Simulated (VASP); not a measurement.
Wanted: the native input for a VASP 6.6.1 run.

```
Task                   : single point
Functional             : PBE
Potentials or basis    : VASP PAW PBE potentials, release 64 (Ga_d, P)
Cutoff                 : 500 eV
k mesh                 : 6 × 6 × 6
Occupations            : gaussian, width 0.02 eV
Spin                   : no spin polarisation
Dipole correction      : no
Further INCAR settings : ALGO = Normal; EDIFF = 1e-06; NBANDS = 16
```

The structure of GaP lies in POSCAR:

```
GaP
1.0
    0.0000000000      2.7434183333      2.7252500000
    2.7434183333      0.0000000000      2.7252500000
    2.7434183333      2.7434183333      0.0000000000
Ga P
1 1
Direct
    0.0000000000      0.0000000000      0.0000000000
    0.2500000000      0.2500000000      0.2500000000
```

The input as run:

INCAR

```
SYSTEM = GaP
PREC = Accurate
ENCUT = 500
EDIFF = 1E-6
ISMEAR = 0
SIGMA = 0.02
LREAL = .FALSE.
LASPH = .TRUE.
NELM = 120
ALGO = Normal
ISIF = 2
LWAVE = .FALSE.
LCHARG = .TRUE.
GGA = PE
LELF = .TRUE.
LVHAR = .TRUE.
NBANDS = 16
GGA_COMPAT = .FALSE.
```

KPOINTS

```
regular mesh
0
G
  6 6 6
  0 0 0
```

Potentials or basis: VASP PAW PBE potentials, release 64 (Ga_d, P).

Command:

```console
$ cat potpaw_PBE.64/Ga_d/POTCAR potpaw_PBE.64/P/POTCAR > POTCAR
$ mpirun -np 1 vasp_std > vasp.out
```

It gave:

```yaml
Pressure: 1.3 GPa
Band_gap_on_the_k_mesh: 1.60 eV, indirect (least direct gap 1.69 eV)
```

Wall time 44 s on 1 thread of Intel Xeon 8259CL, on a shared host, peak memory 0.16 GiB.
